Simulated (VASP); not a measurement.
Ta2W: single point with PBE

Ta2W:

```xyz
3
Lattice="-1.6293 1.6293 4.9337 1.6293 -1.6293 4.9337 1.6293 1.6293 -4.9337" Properties=species:S:1:pos:R:3 pbc="T T T"
Ta    0.0000    0.0000    6.5212
Ta    0.0000    0.0000    3.3461
W     0.0000    0.0000    0.0000
```

```
Program                : VASP 6.6.1
Task                   : single point
Functional             : PBE
Potentials or basis    : VASP PAW PBE potentials, release 64 (Ta_pv, W_sv)
Cutoff                 : 520 eV
k mesh                 : 20 × 20 × 20
Occupations            : gaussian, width 0.1 eV
Spin                   : no spin polarisation
Dipole correction      : no
Further INCAR settings : ALGO = Fast; EDIFF = 1e-06; NBANDS = 25
```

- Pressure: 0.2 GPa
- Largest force: 0.015 eV/Å
- Band gap on the k mesh: zero (band 18 reaches 7.78 eV, above the bottom of band 19 at 6.24 eV)

Forces in eV/Å, atoms in the order of the input:
```
Ta   0.000  0.000  0.015
Ta   0.000  0.000 -0.015
W    0.000  0.000  0.000
```

Levels at points of the mesh, in eV from the Fermi level:
```csv
k point,band 15,band 16,band 17,band 18,band 19,band 20,band 21,band 22
"(0.00, 0.00, 0.00)",-2.41,0.21,0.21,0.26,2.22,2.22,2.53,2.53
"(0.50, 0.00, 0.00)",-1.53,-0.93,-0.75,0.24,1.36,1.58,1.96,3.44
"(0.50, 0.50, 0.00)",-2.00,-1.95,-0.54,-0.49,1.55,3.28,3.67,4.02
"(0.50, 0.50, 0.50)",0.09,0.09,0.58,0.58,0.70,0.74,0.87,2.22
```

Run time: 27 min on 1 thread of Intel Xeon 6975P-C, with other jobs on the host, peak memory 0.87 GiB.

Caveat: spin-orbit coupling is left out, which moves the levels of the heavy elements.
